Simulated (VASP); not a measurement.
Crystal: Li2Se.

```
CELL_PARAMETERS angstrom
0.00000 2.99346 2.99346
2.99346 0.00000 2.99346
2.99346 2.99346 0.00000
ATOMIC_POSITIONS crystal
Li 0.25000 0.25000 0.25000
Li 0.75000 0.75000 0.75000
Se 0.00000 0.00000 0.00000
```

Base run:

* Program: VASP 6.6.1
* Functional: r2SCAN
* Potentials or basis: VASP PAW PBE potentials, release 64 (Li_sv, Se)
* Cutoff: 830 eV
* k mesh: 6 × 6 × 6
* Occupations: gaussian, width 0.01 eV
* Spin: no spin polarisation

Its results: band gap on the k mesh 3.46 eV (least direct gap 4.18 eV); pressure -0.2 GPa.

The run is repeated on the same cell with these changes: functional from r2SCAN to PBE; cutoff from 830 eV to 750 eV. What comes out?

Band gap on the k mesh 2.97 eV (least direct gap 3.42 eV); pressure 0.3 GPa.

Caveats: the PAW data sets were made with another functional, which shifts forces and pressure a little (at least some runs).

A k mesh can miss the band edges.
